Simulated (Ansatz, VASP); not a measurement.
**Two plane-wave programs on TaAl2**

```
CELL_PARAMETERS angstrom
-3.39972 3.39972 2.77215
3.39972 -3.39972 2.77215
3.39972 3.39972 -2.77215
ATOMIC_POSITIONS crystal
Ta 0.25000 0.25000 0.00000
Ta 0.75000 0.75000 0.00000
Al 0.74994 0.24994 0.99988
Al 0.24994 0.25006 0.50000
Al 0.25006 0.75006 0.00012
Al 0.75006 0.74994 0.50000
```

Alike in both runs: functional PBE; k mesh 4 × 4 × 4; occupations gaussian, width 0.1 eV; no spin polarisation.

Ansatz relaxed the structure, and its values are those at the end. VASP's run is a single point on that final structure, the one shown.

|  | VASP | Ansatz |
| --- | --- | --- |
| version | VASP 6.6.1 | Ansatz 0.2.0 |
| potentials or method | VASP PAW PBE potentials, release 64 (Ta_pv, Al), cutoff 520 eV | scalar-relativistic, plane waves, PAW |
| valence electrons in the cell | 34 | 38 |

```tsv
	VASP	Ansatz	Ansatz less VASP
gap on the k mesh at the Fermi level (eV)	none	none	-
pressure (GPa)	0.3	0.3	-0.01
```

A gap of «none» marks a metal or a gap that the smearing closes. VASP's potentials hold 34 valence electrons a cell and Ansatz's 38, so a difference there can come from the potentials and not from the codes.

The k mesh is coarse, so the values compare programs but aren't converged. Spin-orbit coupling is off throughout.
